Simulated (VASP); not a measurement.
Runs of VASP 6.6.1 on LiF. The structure is that of space group P4/mmm (No. 123), or close to it. The cells are those of the table. 

```csv
cell,gap on the mesh (eV)
"a = 2.457, b = 2.457, c = 2.764 Å, 2 atoms",8.09
"a = 2.662, b = 2.662, c = 2.355 Å, 2 atoms",(a)
"a = 2.764, b = 2.764, c = 2.355 Å, 2 atoms",6.85
"a = 2.764, b = 2.764, c = 2.457 Å, 2 atoms",7.01
```

Alike in all rows: task single point; level r2SCAN; potentials or basis VASP PAW PBE potentials, release 64 (Li_sv, F); no spin polarisation; k mesh 10 × 10 × 10; cutoff (eV) 520; smearing gaussian 0.05 eV.

Problem. Fill in the values left out.

Solution. (a) 7.81.

A k mesh can miss the band edges.
